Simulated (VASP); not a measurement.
# KNd2Sb3 (R-3m) in VASP: relaxation of cell and atoms with PBE

Aim: the relaxation of cell and atoms of KNd2Sb3 with PBE.

Everything below comes from runs of VASP 6.6.1. Logs are shortened: lines on timing, memory, paths and dates and some standing lists are left out, and cuts for length are marked.

**1. The cell of the first run**

Symmetry: R-3m, No. 166, trigonal system. The conventional cell has a = 5.534 Å, b = 5.534 Å, c = 25.246 Å, α = 90.00°, β = 90.00°, γ = 120.00°. K (site symmetry -3m) has 6 Sb at 2.77 Å within 3.6 Å. Within 4.2 Å of Nd (site symmetry 3m) lie 3 Sb at 3.07 Å and 1 Nd at 3.17 Å and 3 K at 4.13 Å. Sb (site symmetry 2/m) has 4 Sb at 2.77 Å and 2 K at 2.77 Å and 2 Nd at 3.07 Å within 3.6 Å.

The cell was generated, and may not be a known phase.

**2. Relaxation of cell and atoms, PBE**

Contents of INCAR:

```
  PREC = Accurate
  ENCUT = 500
  EDIFF = 1E-7
  ISMEAR = 0
  SIGMA = 0.2
  LREAL = F
  LASPH = T
  NELM = 200
  ALGO = Normal
  ISIF = 3
  LWAVE = F
  LCHARG = F
  GGA = PE
  IBRION = 2
  NSW = 36
  EDIFFG = -0.08
  GGA_COMPAT = F
  NELMIN = 4
  LMAXMIX = 6
```

Contents of KPOINTS:

```
regular mesh
0
Gamma
  4 4 4
```

Contents of POSCAR:

```
KNd2Sb3
1.0
    2.7667672600      1.5973938200      8.4154347700
   -2.7667672600      1.5973938200      8.4154347700
    0.0000000000     -3.1947876400      8.4154347700
K Nd Sb
1 2 3
Direct
    0.5000000000      0.5000000000      0.5000000000
    0.0627689000      0.0627689000      0.0627689000
    0.9372311000      0.9372311000      0.9372311000
    0.0000000000      0.0000000000      0.5000000000
    0.5000000000      0.0000000000      0.0000000000
    0.0000000000      0.5000000000      0.0000000000
```

Potentials or basis: VASP PAW PBE potentials, release 64 (K_sv, Nd_3, Sb), 4f in core.

Started as:

```console
$ cat potpaw_PBE.64/K_sv/POTCAR potpaw_PBE.64/Nd_3/POTCAR potpaw_PBE.64/Sb/POTCAR > POTCAR
$ mpirun -np 1 vasp_std > vasp.out
```

OUTCAR:

```text
PREC = Accurate
   ENCUT = 500
   EDIFF = 1E-7
   ISMEAR = 0
   LREAL = F
   LASPH = T
   NELM = 200
   ISIF = 3
   GGA = PE
   IBRION = 2
   NSW = 36
   EDIFFG = -0.08
   NELMIN = 4

 ion  position               nearest neighbor table
   1  0.500  0.500  0.500-   5 2.77   6 2.77   5 2.77   6 2.77   4 2.77   4 2.77
   2  0.063  0.063  0.063-   4 3.07   5 3.07   6 3.07   3 3.17
   3  0.937  0.937  0.937-   4 3.07   5 3.07   6 3.07   2 3.17
   4  0.000  0.000  0.500-   5 2.77   6 2.77   6 2.77   5 2.77   1 2.77   1 2.77   2 3.07   3 3.07

   5  0.500  0.000  0.000-   1 2.77   4 2.77   1 2.77   4 2.77   6 2.77   6 2.77   2 3.07   3 3.07

   6  0.000  0.500  0.000-   1 2.77   4 2.77   4 2.77   1 2.77   5 2.77   5 2.77   2 3.07   3 3.07

  LATTYP: Found a trigonal (rhomboedric) cell.
 ALAT       =     9.0014560186
 COS(alpha) =     0.8110487702

  Lattice vectors:

 A1 = (   2.7667672600,   1.5973938200,   8.4154347700)
 A2 = (  -2.7667672600,   1.5973938200,   8.4154347700)
 A3 = (   0.0000000000,  -3.1947876400,   8.4154347700)

Analysis of symmetry for initial positions (statically):
=====================================================================
 Subroutine PRICEL returns:
 Original cell was already a primitive cell.

 Routine SETGRP: Setting up the symmetry group for a
 trigonal (rhombohedral) supercell.

 Subroutine GETGRP returns: Found 12 space group operations
 (whereof 12 operations were pure point group operations)
 out of a pool of 12 trial point group operations.

The static configuration has the point symmetry D_3d.

Analysis of symmetry for dynamics (positions and initial velocities):
=====================================================================
 Subroutine PRICEL returns:
 Original cell was already a primitive cell.

 Routine SETGRP: Setting up the symmetry group for a
 trigonal (rhombohedral) supercell.

 Subroutine GETGRP returns: Found 12 space group operations
 (whereof 12 operations were pure point group operations)
 out of a pool of 12 trial point group operations.

The dynamic configuration has the point symmetry D_3d.

 Subroutine INISYM returns: Found 12 space group operations
 (whereof 12 operations are pure point group operations),
 and found     1 'primitive' translations

----------------------------------------------------------------------------------------

                                     Primitive cell

  volume of cell :     223.1580

  direct lattice vectors                    reciprocal lattice vectors
     2.766767260  1.597393820  8.415434770     0.180716321  0.104336617  0.039609758
    -2.766767260  1.597393820  8.415434770    -0.180716321  0.104336617  0.039609758
     0.000000000 -3.194787640  8.415434770     0.000000000 -0.208673233  0.039609758

  length of vectors
     9.001456019  9.001456019  9.001456017     0.212399273  0.212399273  0.212399273

  position of ions in fractional coordinates (direct lattice)
     0.500000000  0.500000000  0.500000000
     0.062768900  0.062768900  0.062768900
     0.937231100  0.937231100  0.937231100
     0.000000000  0.000000000  0.500000000
     0.500000000  0.000000000  0.000000000
     0.000000000  0.500000000  0.000000000

  ion indices of the primitive-cell ions
   primitive index   ion index
                 1           1
                 2           2
                 3           3
                 4           4
                 5           5
                 6           6

----------------------------------------------------------------------------------------

 KPOINTS: regular mesh

Automatic generation of k-mesh.
 Grid dimensions read from file:
 generate k-points for:    4    4    4

 Generating k-lattice:

  Cartesian coordinates                     Fractional coordinates (reciprocal lattice)
     0.045179080  0.026084154  0.009902439     0.250000000  0.000000000  0.000000000
    -0.045179080  0.026084154  0.009902439     0.000000000  0.250000000  0.000000000
     0.000000000 -0.052168308  0.009902439     0.000000000  0.000000000  0.250000000

  Length of vectors
     0.053099818  0.053099818  0.053099818

  Shift w.r.t. Gamma in fractional coordinates (k-lattice)
     0.000000000  0.000000000  0.000000000

 Subroutine IBZKPT returns following result:
 ===========================================

 Found     13 irreducible k-points:

 Following reciprocal coordinates:
            Coordinates               Weight
  0.000000  0.000000  0.000000      1.000000
  0.250000  0.000000  0.000000      6.000000
  0.500000  0.000000  0.000000      3.000000
  0.250000  0.250000  0.000000      6.000000
  0.500000  0.250000 -0.000000     12.000000
 -0.250000  0.250000  0.000000      6.000000
  0.500000  0.500000  0.000000      3.000000
  0.250000  0.250000  0.250000      2.000000
  0.500000  0.250000  0.250000      6.000000
 -0.250000  0.250000  0.250000      6.000000
  0.500000  0.500000  0.250000      6.000000
 -0.250000  0.500000  0.250000      6.000000
  0.500000  0.500000  0.500000      1.000000
   k-points           NKPTS =     13   k-points in BZ     NKDIM =     13   number of bands    NBANDS=     27
   number of dos      NEDOS =    301   number of ions     NIONS =      6
   total plane-waves  NPLWV = 343000
   dimension x,y,z NGX =    70 NGY =   70 NGZ =   70
   dimension x,y,z NGXF=   140 NGYF=  140 NGZF=  140
   ions per type =               1   2   3
   NGX,Y,Z   is equivalent  to a cutoff of  12.93, 12.93, 12.93 a.u.
   NGXF,Y,Z  is equivalent  to a cutoff of  25.86, 25.86, 25.86 a.u.
 SYSTEM =  unknown system
   PREC   = accura    normal or accurate (medium, high low for compatibility)
   ISTART =      0    job   : 0-new  1-cont  2-samecut
   ICHARG =      2    charge: 1-file 2-atom 10-const
   ISPIN  =      1    spin polarized calculation?
   LNONCOLLINEAR =      F non collinear calculations
   LSORBIT =      F    spin-orbit coupling
   LASPH  =      T    aspherical Exc in radial PAW
   ENCUT  =  500.0 eV  36.75 Ry    6.06 a.u.  16.41 16.41 16.41*2*pi/ulx,y,z
   NELM   =    200;   NELMIN=  4; NELMDL= -5     # of ELM steps
   EDIFF  = 0.1E-06   stopping-criterion for ELM
   LREAL  =      F    real-space projection
   EDIFFG = -.8E-01   stopping-criterion for IOM
   NSW    =     36    number of steps for IOM
   IBRION =      2    ionic relax: 0-MD 1-quasi-New 2-CG
   NFREE  =      1    steps in history (QN), initial steepest desc. (CG)
   ISIF   =      3    stress and relaxation
   ISYM   =      2    0-nonsym 1-usesym 2-fastsym
   POTIM  = 0.5000    time-step for ionic-motion
   TEBEG  =    0.0;   TEEND  =   0.0 temperature during run
   PSTRESS=    0.0 pullay stress
   NELECT =      46.0000    total number of electrons
   NUPDOWN=      -1.0000    fix difference up-down
   EMIN   =  10.00;   EMAX   =-10.00  energy-range for DOS
   EFERMI =   0.00;   METHOD = LEGACY
   ISMEAR =     0;   SIGMA  =   0.20  broadening in eV -4-tet -1-fermi 0-gaus
   EFERMI_NEDOS =   21; number of points for ismear=-14 and -15
   IALGO  =     38    algorithm
   IMIX   =      4    mixing-type and parameters
     AMIX     =   0.40;   BMIX     =  1.00
     AMIX_MAG =   1.60;   BMIX_MAG =  1.00
  volume/ion in A,a.u.               =      37.19       250.99
  Fermi-wavevector in a.u.,A,eV,Ry     =   0.967067  1.827492 12.724425  0.935219
  Thomas-Fermi vector in A             =   2.096922
   LORBIT       =      0    0 simple, 1 ext, 2 COOP (PROOUT), +10 PAW based schemes
   GGA     = PE    functional components
   LHFCALC =     F    Hartree Fock is set to
   AEXX    =    0.0000 exact exchange contribution
   IVDW    =     0    specifies the selected vdW correction
   LEPSILON=     F    determine dielectric tensor
   LRPA    =     F    only Hartree local field effects (RPA)
 conjugate gradient relaxation of ions
 non-spin polarized calculation
 Gauss-broadening in eV      SIGMA  =   0.20
  energy-cutoff  :      500.00
  volume of cell :      223.16
 maximum number of plane-waves:      5675
 NGX is ok and might be reduce to    70
   NGX = 33   NGY = 33   NGZ = 33

--------------------------------------- Ionic step        1  -------------------------------------------

 number of electron      46.0000000 magnetization

 Free energy of the ion-electron system (eV)
  ---------------------------------------------------
  ext. energy  EPLUGINS =         0.00000000
  ---------------------------------------------------
  free energy    TOTEN  =       -16.10592394 eV

  energy without entropy =      -15.94130292  energy(sigma->0) =      -16.02361343

------------------------ aborting loop because EDIFF is reached ----------------------------------------

  FORCE on cell =-STRESS in cart. coord.  units (eV):
  Direction    XX          YY          ZZ          XY          YZ          ZX
  --------------------------------------------------------------------------------------
  -------------------------------------------------------------------------------------
  Total       32.7092103     32.7092102      2.7909587     -0.0000000      0.0000000      0.0000000
  in kB      234.8379096    234.8379089     20.0378699     -0.0000000      0.0000000      0.0000000
  external PRESSURE =     163.2378961 kB  Pullay stress =       0.0000000 kB
[... 101 lines left out ...]
  FREE ENERGIE OF THE ION-ELECTRON SYSTEM (eV)
  ---------------------------------------------------
  free  energy   TOTEN  =       -21.2960359635 eV

  energy  without entropy=      -21.1587495634  energy(sigma->0) =      -21.22739276

[... ionic steps 4 to 9 ...]

--------------------------------------- Ionic step       10  -------------------------------------------

 number of electron      46.0000000 magnetization

------------------------ aborting loop because EDIFF is reached ----------------------------------------

  FORCE on cell =-STRESS in cart. coord.  units (eV):
  Direction    XX          YY          ZZ          XY          YZ          ZX
  --------------------------------------------------------------------------------------
  -------------------------------------------------------------------------------------
  Total        0.0675001      0.0675001      0.9273442      0.0000000      0.0000000      0.0000000
  in kB        0.2650061      0.2650061      3.6407635      0.0000000      0.0000000      0.0000000
  external PRESSURE =       1.3902585 kB  Pullay stress =       0.0000000 kB
[... 65 lines left out ...]
  energy  without entropy=      -22.2409608670  energy(sigma->0) =      -22.33131993

--------------------------------------- Ionic step       12  -------------------------------------------

 number of electron      45.9999999 magnetization

 Free energy of the ion-electron system (eV)
  ---------------------------------------------------
  ext. energy  EPLUGINS =         0.00000000
  ---------------------------------------------------
  free energy    TOTEN  =       -22.42762013 eV

  energy without entropy =      -22.24701329  energy(sigma->0) =      -22.33731671

 E-fermi :   0.9118     XC(G=0):  -5.8830

 val. band max:        0.8898907029   @ k =   0.5000   0.2500   0.2500
 cond. band min:       0.9134882001   @ k =   0.2500   0.2500   0.0000
 fundamental gap:      0.0235974972
 Fermi energy:         0.9117745452

 k-point     1 :       0.0000    0.0000    0.0000
  band No.  band energies     occupation
      1     -37.7396      2.00000
      2     -37.7364      2.00000
      3     -30.3404      2.00000
      4     -18.9454      2.00000
      5     -18.9366      2.00000
      6     -18.9366      2.00000
[... 412 lines left out ...]
  FREE ENERGIE OF THE ION-ELECTRON SYSTEM (eV)
  ---------------------------------------------------
  free  energy   TOTEN  =       -22.4276201313 eV

  energy  without entropy=      -22.2470132896  energy(sigma->0) =      -22.33731671

 reached required accuracy - stopping structural energy minimisation
```

Wall time 40 min (1 thread of AMD EPYC 9R45 (Zen 5), shared host); peak memory 0.79 GiB.

What came out:

| Quantity | Value |
| --- | --- |
| Free energy | -22.4276 eV |
| Relaxed volume | 66.60 Å³/atom |
| Relaxed cell | a = 9.304 Å, b = 9.304 Å, c = 9.304 Å, α = 47.43°, β = 47.43°, γ = 47.43° |
| Space group after relaxing (to 0.1 Å) | R-3m (No. 166) |
| Energy gained by relaxing | 1053.6 meV/atom |
| Ionic steps | 12 |
| Pressure after relaxing | 0.0 GPa |
| Largest force after relaxing | 0.009 eV/Å |
| Band gap on the k mesh | zero (bands 23 and 24 overlap by 0.61 eV) |

Forces in eV/Å, atoms in the order of the input:
```
K    0.000  0.000  0.000
Nd   0.000  0.000 -0.009
Nd   0.000  0.000  0.009
Sb   0.000  0.000  0.000
Sb   0.000  0.000  0.000
Sb   0.000  0.000  0.000
```

Stress tensor (GPa, compression positive):
```
-0.07  0.00  0.00
 0.00 -0.07  0.00
 0.00  0.00  0.17
```

The path:
```csv
step,energy change (eV),largest force (eV/Å),pressure (GPa),volume (Å³)
1,0.0000,0.3399,16.32,223.16
2,-5.0095,2.4411,-2.07,363.96
3,-5.1901,2.1389,-0.53,323.42
4,-5.1994,2.2056,-0.96,331.71
5,-5.7205,1.4464,-0.07,324.73
6,-5.8637,0.0088,1.86,315.28
7,-5.8844,0.4622,1.25,317.75
8,-6.0587,0.5784,0.69,337.46
9,-6.2719,0.6122,-0.61,400.08
10,-6.3054,0.2389,0.14,408.09
11,-6.3158,0.0419,-0.13,405.47
12,-6.3217,0.0091,0.01,399.62
```

Final structure:
```yaml
crystal:
  lattice:
    - [3.74171, 2.16028, 8.23973]
    - [-3.74171, 2.16028, 8.23973]
    - [0.00000, -4.32055, 8.23973]
  atoms:
    - { symbol: K, position: [0.50000, 0.50000, 0.50000] }
    - { symbol: Nd, position: [0.08436, 0.08436, 0.08436] }
    - { symbol: Nd, position: [0.91564, 0.91564, 0.91564] }
    - { symbol: Sb, position: [0.00000, 0.00000, 0.50000] }
    - { symbol: Sb, position: [0.50000, 0.00000, 0.00000] }
    - { symbol: Sb, position: [0.00000, 0.50000, 0.00000] }
```

Levels at points of the mesh, in eV from the Fermi level:
| k point | band 20 | band 21 | band 22 | band 23 | band 24 | band 25 | band 26 | band 27 |
| --- | --- | --- | --- | --- | --- | --- | --- | --- |
| (0.00, 0.00, 0.00) | -1.51 | -1.51 | -0.49 | 0.20 | 0.69 | 0.69 | 0.79 | 0.79 |
| (0.50, 0.00, 0.00) | -1.57 | -1.30 | -1.20 | -1.03 | -0.02 | 0.55 | 0.65 | 0.66 |
| (0.50, 0.50, 0.00) | -1.60 | -1.29 | -1.21 | -1.03 | 0.22 | 0.75 | 0.87 | 0.97 |
| (0.50, 0.50, 0.50) | -1.51 | -1.51 | 0.33 | 0.58 | 0.76 | 0.76 | 1.23 | 1.23 |

Caveat: the volume moved by over 15 % at a fixed basis, so the end points are rough; spin-orbit coupling is left out, which moves the levels of the heavy elements; the 4f electrons are frozen in the core, so they carry no moment and show no levels. Spin polarisation is off, so any magnetic state and its effect on volume and gap are missing.

The gap in the log of VASP goes by the Fermi energy; the results here count the filled bands.